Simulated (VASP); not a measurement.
Write the native input for VASP 6.6.1 that does the following.

```yaml
Task: single point
Functional: PBE
Potentials_or_basis: VASP PAW PBE potentials, release 64 (Ti_sv, N, H)
Cutoff: 520 eV
k_mesh: 9 × 9 × 1
Occupations: gaussian, width 0.1 eV
Spin: no spin polarisation
Dipole_correction: yes
Further_INCAR_settings: ALGO = Normal; EDIFF = 1e-06; NBANDS = 35
```

The structure of Ti3HN3 lies in POSCAR:

```
Ti3HN3
1.0
    3.0028555065      0.0000000000      0.0000000000
    0.0000000000      3.0028555065      0.0000000000
    0.0000000000      0.0000000000     19.7584945265
Ti N H
3 3 1
Direct
    0.5000000000      0.5000000000      0.2024445736
    0.0000000000      0.0000000000      0.3072496201
    0.5000000000      0.5000000000      0.4076776418
    0.0000000000      0.0000000000      0.2024445736
    0.5000000000      0.5000000000      0.3055678856
    0.0000000000      0.0000000000      0.4179718508
    0.1250000000      0.2500000000      0.4674622535
```

These files were run (other wordings do the same):

INCAR

```
SYSTEM = Ti3HN3
PREC = Accurate
ENCUT = 520
EDIFF = 1E-6
ISMEAR = 0
SIGMA = 0.1
LREAL = .False.
LASPH = .True.
NELM = 100
ALGO = Normal
ISIF = 2
LWAVE = .False.
LCHARG = .False.
LDIPOL = .True.
IDIPOL = 3
DIPOL = 0.5 0.5 0.330
GGA = PE
NBANDS = 35
```

KPOINTS

```
regular mesh
0
Gamma
  9 9 1
  0 0 0
```

Potentials or basis: VASP PAW PBE potentials, release 64 (Ti_sv, N, H).

Command:

```bash
$ cat potpaw_PBE.64/Ti_sv/POTCAR potpaw_PBE.64/N/POTCAR potpaw_PBE.64/H/POTCAR > POTCAR
$ mpirun -np 1 vasp_std > vasp.out
```

It gave:

- Largest force: 1.474 eV/Å
- Band gap on the k mesh: zero (bands 26 and 27 overlap by 1.66 eV)

Wall time 3.6 min on 1 thread of Intel(R) Xeon(R) 6975P-C (Granite Rapids) (shared host), peak memory 0.41 GiB.
